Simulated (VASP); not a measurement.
Input of a VASP 6.6.1 run:

File INCAR:

```
ALGO = Fast
EDIFF = 1E-7
ENCUT = 520
GGA = PE
ISIF = 2
ISMEAR = 0
LASPH = True
LCHARG = False
LREAL = False
LWAVE = False
NBANDS = 17
NELM = 80
PREC = Accurate
SIGMA = 0.15
```

KPOINTS

```
k-points
0
Gamma
  18 18 10
```

POSCAR

```
Hf
1.0
    2.9569461349      0.0000000000      0.0000000000
   -1.4784730674      2.9760537900      0.0000000000
    0.0000000000      0.0000000000      5.0578000000
Hf
2
Direct
    0.3333333333      0.6666666667      0.2500000000
    0.6666666667      0.3333333333      0.7500000000
```

Potentials or basis: VASP PAW PBE potentials, release 64 (Hf_pv).

The run is started by

```bash
$ cat potpaw_PBE.64/Hf_pv/POTCAR > POTCAR
$ mpirun -np 1 vasp_std > vasp.out
```

**Question.** Predict the largest force.

**Answer.** 0.271 eV/Å.

**Question.** Predict the pressure.

**Answer.** 1.4 GPa.

Forces on the atoms (eV/Å):
```
Hf   0.000  0.271  0.000
Hf   0.000 -0.271  0.000
```

Caveat: the cell differs from its parent crystal (strain -0.0750 x Voigt [1, -1, 0, 0, 0, 0]).
